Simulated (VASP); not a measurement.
LiH, 2 atoms in the cell. Symmetry: Pm-3m, No. 221, cubic system. Conventional cell: a = 2.418 Å, b = 2.418 Å, c = 2.418 Å, α = 90.00°, β = 90.00°, γ = 90.00°. Within 2.8 Å of Li (site symmetry m-3m) lie 8 H at 2.09 Å and 6 Li at 2.42 Å. Within 2.8 Å of H (site symmetry m-3m) lie 8 Li at 2.09 Å and 6 H at 2.42 Å.  This cell differs from its parent crystal: strain -3.3%.

| Quantity | Value |
| --- | --- |
| Program | VASP 6.6.1 |
| Task | single point |
| Functional | HSE06 |
| Potentials or basis | VASP PAW PBE potentials, release 64 (Li_sv, H) |
| Cutoff | 520 eV |
| k mesh | 8 × 8 × 8 |
| Occupations | gaussian, width 0.01 eV |
| Spin | no spin polarisation |
| Dipole correction | no |
| Grid for exact exchange (PRECFOCK) | Normal |
| Further INCAR settings | ALGO = Normal; EDIFF = 1e-06; NBANDS = 9 |
| Screening parameter | 0.2079 1/Å |

Potentials or basis: VASP PAW PBE potentials, release 64 (Li_sv, H).

Run with:

```bash
$ cat potpaw_PBE.64/Li_sv/POTCAR potpaw_PBE.64/H/POTCAR > POTCAR
$ cp INCAR.step1 INCAR
$ mpirun -np 1 vasp_std > vasp.out
$ cp INCAR.step2 INCAR
$ mpirun -np 1 vasp_std > vasp.out
```

Hardware: 1 thread of Intel(R) Xeon(R) Platinum 8488C (Sapphire Rapids) (shared host).

Task: How long does it take, and how much memory?

Result: It took 93 s on 1 thread of Intel(R) Xeon(R) Platinum 8488C (Sapphire Rapids), on a shared host, peak memory 0.22 GiB. Counts: k points 35.
